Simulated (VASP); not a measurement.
Here is a VASP 6.6.1 calculation.

POSCAR

```
NaCl
1.0
    0.0000000000      2.7849690700      2.7849690700
    2.7849690700      0.0000000000      2.7849690700
    2.7849690700      2.7849690700      0.0000000000
Na Cl
1 1
Direct
    0.0000000000      0.0000000000      0.0000000000
    0.5000000000      0.5000000000      0.5000000000
```

The input INCAR.step1:

```
SYSTEM = NaCl
PREC = Accurate
ENCUT = 520
ISMEAR = -1
SIGMA = 0.02
LREAL = .False.
LASPH = .True.
NELM = 60
NBANDS = 14
GGA = PE
ALGO = Normal
EDIFF = 1E-4
LWAVE = .True.
LCHARG = .False.
```

File INCAR.step2:

```
SYSTEM = NaCl
PREC = Accurate
ENCUT = 520
EDIFF = 1E-6
ISMEAR = -1
SIGMA = 0.02
LREAL = .False.
LASPH = .True.
NELM = 60
ALGO = Normal
ISIF = 2
LWAVE = .False.
LCHARG = .True.
METAGGA = R2SCAN
LMIXTAU = .True.
LELF = .True.
LVHAR = .True.
NBANDS = 14
ISTART = 1
```

The input KPOINTS:

```
Automatic mesh
0
Gamma
  10 10 10
  0 0 0
```

Potentials or basis: VASP PAW PBE potentials, release 64 (Na_pv, Cl).

Launch:

```bash
$ cat potpaw_PBE.64/Na_pv/POTCAR potpaw_PBE.64/Cl/POTCAR > POTCAR
$ cp INCAR.step1 INCAR
$ mpirun -np 1 vasp_std > vasp.out
$ cp INCAR.step2 INCAR
$ mpirun -np 1 vasp_std > vasp.out
```

Task: Estimate the pressure.

Result: 0.4 GPa.

Task: Estimate the band gap on the k mesh.

Result: 6.08 eV.

Caveat: the PAW data sets were made with another functional, which shifts forces and pressure a little. A k mesh can miss the band edges.
